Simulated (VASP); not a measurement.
# Br (P6_3/mmc) in VASP: further runs

Br is run at these levels: PBE; tasks: relaxation of cell and atoms.

Program: VASP 6.6.1. These are calculated values, not measurements. Logs are shortened: lines on timing, memory, paths and dates and some standing lists are left out, and cuts for length are marked.

## (1) The cell of the first run

The structure is hexagonal, space group P6_3/mmc (No. 194). The conventional cell has a = 3.330 Å, b = 3.330 Å, c = 5.438 Å, α = 90.00°, β = 90.00°, γ = 120.00°. Within 4.4 Å of Br (site symmetry -6m2) lie 12 Br at 3.33 Å.

## (2) Relaxation of cell and atoms, PBE, target pressure 20 GPa, at which the enthalpy is minimised

Input file INCAR:

```
PREC = Accurate ; ENCUT = 600
EDIFF = 1E-7 ; ISMEAR = 0
SIGMA = 0.02 ; LREAL = F
LASPH = T ; NELM = 80
ALGO = Normal ; ISIF = 3
LWAVE = F ; LCHARG = F
GGA = PE ; IBRION = 2
NSW = 80 ; EDIFFG = -0.03
PSTRESS = 200.0
```

Input file KPOINTS:

```
Automatic mesh
0
Gamma
  8 8 4
```

Input file POSCAR:

```
Br
1.0
    3.3300000000      0.0000000000      0.0000000000
   -1.6650000000      2.8838645946      0.0000000000
    0.0000000000      0.0000000000      5.4378900000
Br
2
Direct
    0.3333333333      0.6666666667      0.2500000000
    0.6666666667      0.3333333333      0.7500000000
```

Potentials or basis: VASP PAW PBE potentials, release 64 (Br).

Command:

```
$ cat potpaw_PBE.64/Br/POTCAR > POTCAR
$ mpirun -np 1 vasp_std > vasp.out
```

OUTCAR:

```text
PREC = Accurate
   ENCUT = 600
   EDIFF = 1E-7
   ISMEAR = 0
   LREAL = F
   LASPH = T
   NELM = 80
   ISIF = 3
   GGA = PE
   IBRION = 2
   NSW = 80
   EDIFFG = -0.03
   PSTRESS = 200.0

 ion  position               nearest neighbor table
   1  0.333  0.667  0.250-
   2  0.667  0.333  0.750-

  LATTYP: Found a hexagonal cell.
 ALAT       =     3.3300000000
 C/A-ratio  =     1.6330000000

  Lattice vectors:

 A1 = (   3.3300000000,   0.0000000000,   0.0000000000)
 A2 = (  -1.6650000000,   2.8838645946,   0.0000000000)
 A3 = (   0.0000000000,   0.0000000000,   5.4378900000)

Analysis of symmetry for initial positions (statically):
=====================================================================
 Subroutine PRICEL returns:
 Original cell was already a primitive cell.

 Routine SETGRP: Setting up the symmetry group for a
 hexagonal supercell.

 Subroutine GETGRP returns: Found 24 space group operations
 (whereof 12 operations were pure point group operations)
 out of a pool of 24 trial point group operations.

The static configuration has the point symmetry D_3d.
 The point group associated with its full space group is D_6h.

Analysis of symmetry for dynamics (positions and initial velocities):
=====================================================================
 Subroutine PRICEL returns:
 Original cell was already a primitive cell.

 Routine SETGRP: Setting up the symmetry group for a
 hexagonal supercell.

 Subroutine GETGRP returns: Found 24 space group operations
 (whereof 12 operations were pure point group operations)
 out of a pool of 24 trial point group operations.

The dynamic configuration has the point symmetry D_3d.
 The point group associated with its full space group is D_6h.

 Subroutine INISYM returns: Found 24 space group operations
 (whereof 12 operations are pure point group operations),
 and found     1 'primitive' translations

----------------------------------------------------------------------------------------

                                     Primitive cell

  volume of cell :      52.2215

  direct lattice vectors                    reciprocal lattice vectors
     3.330000000  0.000000000  0.000000000     0.300300300  0.173378459  0.000000000
    -1.665000000  2.883864595  0.000000000     0.000000000  0.346756918  0.000000000
     0.000000000  0.000000000  5.437890000     0.000000000  0.000000000  0.183894856

  length of vectors
     3.330000000  3.330000000  5.437890000     0.346756918  0.346756918  0.183894856

  position of ions in fractional coordinates (direct lattice)
     0.333333333  0.666666667  0.250000000
     0.666666667  0.333333333  0.750000000

  ion indices of the primitive-cell ions
   primitive index   ion index
                 1           1
                 2           2

----------------------------------------------------------------------------------------

 KPOINTS: Automatic mesh

Automatic generation of k-mesh.
 Grid dimensions read from file:
 generate k-points for:    8    8    4

 Generating k-lattice:

  Cartesian coordinates                     Fractional coordinates (reciprocal lattice)
     0.037537538  0.021672307  0.000000000     0.125000000 -0.000000000  0.000000000
     0.000000000  0.043344615  0.000000000     0.000000000  0.125000000  0.000000000
     0.000000000  0.000000000  0.045973714     0.000000000  0.000000000  0.250000000

  Length of vectors
     0.043344615  0.043344615  0.045973714

  Shift w.r.t. Gamma in fractional coordinates (k-lattice)
     0.000000000  0.000000000  0.000000000

 Subroutine IBZKPT returns following result:
 ===========================================

 Found     30 irreducible k-points:

 Following reciprocal coordinates:
            Coordinates               Weight
  0.000000  0.000000  0.000000      1.000000
  0.125000  0.000000  0.000000      6.000000
  0.250000  0.000000  0.000000      6.000000
  0.375000  0.000000  0.000000      6.000000
  0.500000  0.000000  0.000000      3.000000
  0.125000  0.125000  0.000000      6.000000
[... 16 lines left out ...]
  0.250000  0.000000  0.500000      6.000000
  0.375000  0.000000  0.500000      6.000000
 [... further k-points ...]
   k-points           NKPTS =     30   k-points in BZ     NKDIM =     30   number of bands    NBANDS=     11
   number of dos      NEDOS =    301   number of ions     NIONS =      2
   total plane-waves  NPLWV =  37632
   dimension x,y,z NGX =    28 NGY =   28 NGZ =   48
   dimension x,y,z NGXF=    56 NGYF=   56 NGZF=   96
   ions per type =               2
   NGX,Y,Z   is equivalent  to a cutoff of  13.98, 13.98, 14.67 a.u.
   NGXF,Y,Z  is equivalent  to a cutoff of  27.96, 27.96, 29.35 a.u.
 SYSTEM =  unknown system
   PREC   = accura    normal or accurate (medium, high low for compatibility)
   ISTART =      0    job   : 0-new  1-cont  2-samecut
   ICHARG =      2    charge: 1-file 2-atom 10-const
   ISPIN  =      1    spin polarized calculation?
   LNONCOLLINEAR =      F non collinear calculations
   LSORBIT =      F    spin-orbit coupling
   LASPH  =      T    aspherical Exc in radial PAW
   ENCUT  =  600.0 eV  44.10 Ry    6.64 a.u.   6.65  6.65 10.86*2*pi/ulx,y,z
   NELM   =     80;   NELMIN=  2; NELMDL= -5     # of ELM steps
   EDIFF  = 0.1E-06   stopping-criterion for ELM
   LREAL  =      F    real-space projection
   EDIFFG = -.3E-01   stopping-criterion for IOM
   NSW    =     80    number of steps for IOM
   IBRION =      2    ionic relax: 0-MD 1-quasi-New 2-CG
   NFREE  =      1    steps in history (QN), initial steepest desc. (CG)
   ISIF   =      3    stress and relaxation
   ISYM   =      2    0-nonsym 1-usesym 2-fastsym
   POTIM  = 0.5000    time-step for ionic-motion
   TEBEG  =    0.0;   TEEND  =   0.0 temperature during run
   PSTRESS=  200.0 pullay stress
   NELECT =      14.0000    total number of electrons
   NUPDOWN=      -1.0000    fix difference up-down
   EMIN   =  10.00;   EMAX   =-10.00  energy-range for DOS
   EFERMI =   0.00;   METHOD = LEGACY
   ISMEAR =     0;   SIGMA  =   0.02  broadening in eV -4-tet -1-fermi 0-gaus
   EFERMI_NEDOS =   21; number of points for ismear=-14 and -15
   IALGO  =     38    algorithm
   IMIX   =      4    mixing-type and parameters
     AMIX     =   0.40;   BMIX     =  1.00
     AMIX_MAG =   1.60;   BMIX_MAG =  1.00
  volume/ion in A,a.u.               =      26.11       176.20
  Fermi-wavevector in a.u.,A,eV,Ry     =   1.055604  1.994802 15.160968  1.114300
  Thomas-Fermi vector in A             =   2.190808
   LORBIT       =      0    0 simple, 1 ext, 2 COOP (PROOUT), +10 PAW based schemes
   GGA     = PE    functional components
   LHFCALC =     F    Hartree Fock is set to
   AEXX    =    0.0000 exact exchange contribution
   IVDW    =     0    specifies the selected vdW correction
   LEPSILON=     F    determine dielectric tensor
   LRPA    =     F    only Hartree local field effects (RPA)
 conjugate gradient relaxation of ions
 non-spin polarized calculation
 Gauss-broadening in eV      SIGMA  =   0.02
  energy-cutoff  :      600.00
  volume of cell :       52.22
 maximum number of plane-waves:      1764
 NGX is ok and might be reduce to    28
   NGX = 13   NGY = 13   NGZ = 21

--------------------------------------- Ionic step        1  -------------------------------------------

 number of electron      13.9999999 magnetization

 Free energy of the ion-electron system (eV)
  ---------------------------------------------------
  ext. energy  EPLUGINS =         0.00000000
  ---------------------------------------------------
  free energy    TOTEN  =        -1.88108993 eV

  energy without entropy =       -1.87878276  energy(sigma->0) =       -1.87993635

 E-fermi :   1.5994     XC(G=0):  -9.3558

 val. band max:        1.5984618093   @ k =   0.2500   0.1250   0.0000
 cond. band min:       1.6044008305   @ k =   0.3750   0.2500   0.5000
 fundamental gap:      0.0059390211
 Fermi energy:         1.5993984586

 k-point     1 :       0.0000    0.0000    0.0000
  band No.  band energies     occupation
      1     -13.6874      2.00000
      2     -12.2869      2.00000
      3      -2.9107      2.00000
      4       1.8564      0.00000
      5       1.8564      0.00000
      6       2.5009      0.00000
      7       2.5009      0.00000
      8       2.5537      0.00000
      9       9.6755      0.00000
     10       9.9433      0.00000
     11      13.9386      0.00000
[... 309 lines left out ...]
 k-point    24 :       0.3750    0.0000    0.5000
  band No.  band energies     occupation
      1     -12.2287      2.00000
      2     -12.2287      2.00000
      3      -2.1905      2.00000
      4      -2.1905      2.00000
      5       0.9607      2.00000
      6       0.9607      2.00000
      7       1.2663      2.00000
      8       1.2663      2.00000
      9       9.7039      0.00000
     10       9.7039      0.00000
     11      11.5970      0.00000

 [... further k-points ...]
[... 5 lines left out ...]
  --------------------------------------------------------------------------------------
  -------------------------------------------------------------------------------------
  Total       -0.0667024     -0.0667024      0.7846635      0.0000000      0.0000000      0.0000000
  in kB       -2.0464565     -2.0464565     24.0737917      0.0000000      0.0000000      0.0000000
  external PRESSURE =    -193.3397071 kB  Pullay stress =     200.0000000 kB
[... 97 lines left out ...]
  energy  without entropy=       -1.2661989557  energy(sigma->0) =       -1.26674432

  enthalpy is  TOTEN    =         3.6149569370 eV   P V=        4.8822466211

[... ionic steps 4 to 13 ...]

--------------------------------------- Ionic step       14  -------------------------------------------

 number of electron      14.0000002 magnetization

------------------------ aborting loop because EDIFF is reached ----------------------------------------
[... 71 lines left out ...]
--------------------------------------- Ionic step       16  -------------------------------------------

 number of electron      14.0000000 magnetization

 Free energy of the ion-electron system (eV)
  ---------------------------------------------------
  ext. energy  EPLUGINS =         0.00000000
  ---------------------------------------------------
  free energy    TOTEN  =        -1.62984909 eV

  energy without entropy =       -1.62940742  energy(sigma->0) =       -1.62962825

 E-fermi :   5.0700     XC(G=0): -10.5686

 val. band max:        5.0366023421   @ k =   0.5000   0.0000   0.5000
 cond. band min:       5.0793184337   @ k =   0.3750   0.0000   0.2500
 fundamental gap:      0.0427160917
 Fermi energy:         5.0699819017

 k-point     1 :       0.0000    0.0000    0.0000
  band No.  band energies     occupation
      1     -12.9289      2.00000
      2     -11.8862      2.00000
      3      -1.7244      2.00000
      4       3.6858      2.00000
      5       7.4074      0.00000
      6       7.4074      0.00000
      7       7.7245      0.00000
      8       7.7246      0.00000
      9      11.7977      0.00000
     10      16.4763      0.00000
     11      17.7519      0.00000
[... 309 lines left out ...]
 k-point    24 :       0.3750    0.0000    0.5000
  band No.  band energies     occupation
      1      -9.9962      2.00000
      2      -9.9962      2.00000
      3      -0.8710      2.00000
      4      -0.8710      2.00000
      5       2.8879      2.00000
      6       2.8879      2.00000
      7       5.3215      0.00000
      8       5.3215      0.00000
      9      12.4604      0.00000
     10      12.4604      0.00000
     11      13.8294      0.00000

 [... further k-points ...]
[... 5 lines left out ...]
  --------------------------------------------------------------------------------------
  -------------------------------------------------------------------------------------
  Total        4.9958954      4.9958954      5.0363022      0.0000000     -0.0000000      0.0000000
  in kB      200.4980632    200.4980632    202.1196944      0.0000000     -0.0000000      0.0000000
  external PRESSURE =       1.0386069 kB  Pullay stress =     200.0000000 kB
[... 21 lines left out ...]
  energy  without entropy=       -1.6294074167  energy(sigma->0) =       -1.62962825

  enthalpy is  TOTEN    =         3.3536358355 eV   P V=        4.9834849246

 reached required accuracy - stopping structural energy minimisation
```

Wall time 3 min (1 thread of Intel Xeon Platinum 8375C at 2.90GHz (Ice Lake), shared host); peak memory 0.21 GiB.

Results:

| Item | Value |
| --- | --- |
| Free energy | -1.6298 eV |
| Relaxed volume | 19.96 Å³/atom |
| Relaxed cell | a = 2.792 Å, b = 2.792 Å, c = 5.912 Å, α = 90.00°, β = 90.00°, γ = 120.00° |
| Space group after relaxing (to 0.05 Å) | P6_3/mmc (No. 194) |
| Energy change on relaxing (the enthalpy is what falls) | +125.6 meV/atom |
| Ionic steps | 16 |
| Pressure after relaxing | 20.1 GPa |
| Band gap on the k mesh | zero (band 7 reaches 7.72 eV, above the bottom of band 8 at 3.57 eV) |

The path:
```
step  energy change (eV)  largest force (eV/Å)  pressure (GPa)  volume (Å³)
   1              0.0000                0.0000            0.67        52.22
   2              2.1329                0.0000           53.16        31.84
   3              0.6138                0.0000           19.39        39.11
   4              0.6426                0.0000           20.08        38.87
   5              0.6730                0.0000           20.80        38.63
   6              0.6625                0.0000           21.29        38.44
   7              0.6618                0.0000           21.84        38.27
   8              0.6662                0.0000           23.70        37.89
   9              0.7203                0.0000           30.41        36.90
  10              0.6624                0.0000           26.86        37.34
  11              0.6860                0.0000           28.90        37.07
  12              0.6348                0.0000           28.35        37.36
  13              0.5649                0.0000           27.63        37.84
  14              0.4921                0.0000           25.93        38.26
  15              0.2997                0.0000           21.31        39.55
  16              0.2512                0.0000           20.10        39.92
```

Final structure:
```
CELL_PARAMETERS angstrom
2.79234 0.00000 0.00000
-1.39617 2.41824 0.00000
0.00000 0.00000 5.91214
ATOMIC_POSITIONS crystal
Br 0.33333 0.66667 0.25000
Br 0.66667 0.33333 0.75000
```

Levels at points of the mesh, in eV from the Fermi level:
| k point | band 5 | band 6 | band 7 | band 8 | band 9 | band 10 |
| --- | --- | --- | --- | --- | --- | --- |
| (0.00, 0.00, 0.00) | 2.34 | 2.34 | 2.65 | 2.65 | 6.73 | 11.41 |
| (0.50, 0.00, 0.00) | -2.84 | -1.21 | -0.38 | 0.36 | 6.56 | 7.39 |
| (0.00, 0.00, 0.50) | 2.49 | 2.49 | 2.49 | 2.49 | 11.22 | 11.22 |
| (0.50, 0.00, 0.50) | -1.58 | -1.58 | -0.03 | -0.03 | 6.36 | 6.36 |

Caveat: the cell is relaxed towards a set pressure, so the enthalpy falls and the energy may rise; the volume moved by over 15 % at a fixed basis, so the end points are rough; this functional lacks dispersion, which binds the layers, so the pressure and a relaxed spacing across them are unreliable.

## (3) Relaxation of cell and atoms, PBE, target pressure 30 GPa, at which the enthalpy is minimised

Input file INCAR:

```
PREC     = Accurate       # precision mode
ENCUT    = 600            # plane-wave cutoff, eV
EDIFF    = 1E-6           # SCF threshold, eV
ISMEAR   = 0              # smearing method
SIGMA    = 0.02           # smearing width, eV
LREAL    = F              # projectors in reciprocal space
LASPH    = T              # aspherical terms in the spheres
NELM     = 80             # most SCF steps
ALGO     = Normal         # electronic algorithm
ISIF     = 3              # what is computed and relaxed
LWAVE    = F              # write WAVECAR
LCHARG   = F              # write CHGCAR
GGA      = PE             # functional
IBRION   = 2              # ionic algorithm
NSW      = 80             # ionic steps
EDIFFG   = -0.03          # ionic threshold
PSTRESS  = 300.0
```

KPOINTS is that of step 2.

POSCAR is that of step 2.

Potentials or basis: VASP PAW PBE potentials, release 64 (Br).

Command:

```
$ cat potpaw_PBE.64/Br/POTCAR > POTCAR
$ mpirun -np 1 vasp_std > vasp.out
```

Run time: 3.2 min. Hardware: 1 thread of Intel Xeon Platinum 8375C at 2.90GHz (Ice Lake), shared host; peak memory 0.21 GiB.

The run converged. Its results:

```yaml
Free_energy: -1.1549 eV
Relaxed_volume: 18.42 Å³/atom
Relaxed_cell: a = 2.738 Å, b = 2.738 Å, c = 5.674 Å, α = 90.00°, β = 90.00°, γ = 120.00°
Space_group_after_relaxing_to_0.05_Å: P6_3/mmc (No. 194)
Energy_change_on_relaxing_the_enthalpy_is_what_falls: +363.1 meV/atom
Ionic_steps: 18
Pressure_after_relaxing: 30.0 GPa
Band_gap_on_the_k_mesh: zero (band 7 reaches 9.12 eV, above the bottom of band 8 at 4.58 eV)
```

Stress tensor (GPa, compression positive):
```
29.95  0.00  0.00
 0.00 29.95  0.00
 0.00  0.00 30.09
```

Step by step:
```
step  energy change (eV)  largest force (eV/Å)  pressure (GPa)  volume (Å³)
   1              0.0000                0.0000            0.66        52.22
   2              7.0441                0.0000          164.17        23.77
   3              0.8695                0.0000           25.14        37.29
   4              1.0104                0.0000           28.32        36.44
   5              1.0912                0.0000           30.13        35.99
   6              1.0684                0.0000           30.25        35.96
   7              1.0532                0.0000           31.47        35.79
   8              1.1324                0.0000           39.72        35.04
   9              1.0450                0.0000           32.57        35.65
  10              1.0419                0.0000           35.31        35.38
  11              1.0666                0.0000           37.24        35.22
  12              1.0583                0.0000           36.81        35.25
  13              1.0262                0.0000           36.48        35.40
  14              0.9896                0.0000           36.10        35.58
  15              0.9494                0.0000           35.17        35.76
  16              0.8347                0.0000           32.51        36.29
  17              0.6304                0.0000           27.69        37.38
  18              0.7262                0.0000           29.99        36.85
```

Final structure:
```
Br
1.0
     2.73833    0.00000    0.00000
    -1.36917    2.37147    0.00000
     0.00000    0.00000    5.67442
Br
2
Cartesian
  0.0000 1.5810 1.4186
  1.3692 0.7905 4.2558
```

Levels at points of the mesh, in eV from the Fermi level:
```tsv
k point	band 4	band 5	band 6	band 7	band 8	band 9	band 10	band 11
(0.00, 0.00, 0.00)	-1.15	2.59	2.59	3.00	3.00	7.01	11.64	13.29
(0.50, 0.00, 0.00)	-7.30	-3.23	-1.36	-0.44	0.51	6.58	7.15	8.99
(0.00, 0.00, 0.50)	-4.94	2.79	2.79	2.79	2.79	11.58	11.58	13.77
(0.50, 0.00, 0.50)	-7.87	-1.65	-1.65	0.00	0.00	6.20	6.20	8.07
```

Caveat: the cell is relaxed towards a set pressure, so the enthalpy falls and the energy may rise; the volume moved by over 15 % at a fixed basis, so the end points are rough.
